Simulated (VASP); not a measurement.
Set up this calculation in VASP 6.6.1, as the native input.

```
Task                   : single point
Functional             : PBE
Potentials or basis    : VASP PAW PBE potentials, release 64 (Ga_d, As)
Cutoff                 : 520 eV
k mesh                 : 8 × 8 × 8
Occupations            : gaussian, width 0.05 eV
Spin                   : no spin polarisation
Dipole correction      : no
Further INCAR settings : ALGO = Normal; EDIFF = 1e-07; NBANDS = 16
```

The structure of GaAs lies in POSCAR:

```
GaAs
1.0
    0.0000000000      2.9065211565      2.6739994640
    2.9065211565      0.0000000000      2.6739994640
    2.9065211565      2.9065211565      0.0000000000
Ga As
1 1
Direct
    0.0000000000      0.0000000000      0.0000000000
    0.7500000000      0.7500000000      0.7500000000
```

This cell differs from its parent crystal: ratio of the length along z to the lengths across it x 0.92, volume and fractional coordinates fixed.

These files were run (other wordings do the same):

INCAR

```
SYSTEM = GaAs
PREC = Accurate
ENCUT = 520
EDIFF = 1E-7
ISMEAR = 0
SIGMA = 0.05
LREAL = .FALSE.
LASPH = .TRUE.
NELM = 100
ALGO = Normal
ISIF = 2
LWAVE = .FALSE.
LCHARG = .TRUE.
GGA = PE
LELF = .TRUE.
LVHAR = .TRUE.
NBANDS = 16
```

KPOINTS

```
Automatic mesh
0
G
  8 8 8
  0 0 0
```

Potentials or basis: VASP PAW PBE potentials, release 64 (Ga_d, As).

The run is started by

```console
$ cat potpaw_PBE.64/Ga_d/POTCAR potpaw_PBE.64/As/POTCAR > POTCAR
$ mpirun -np 1 vasp_std > vasp.out
```

It gave:

| Property | Result |
| --- | --- |
| Pressure | 3.3 GPa |
| Band gap on the k mesh | 0.20 eV, direct |

Wall time 27 s on 1 thread of Intel(R) Xeon(R) 6975P-C (Granite Rapids), with other jobs on the host, peak memory 0.2 GiB.
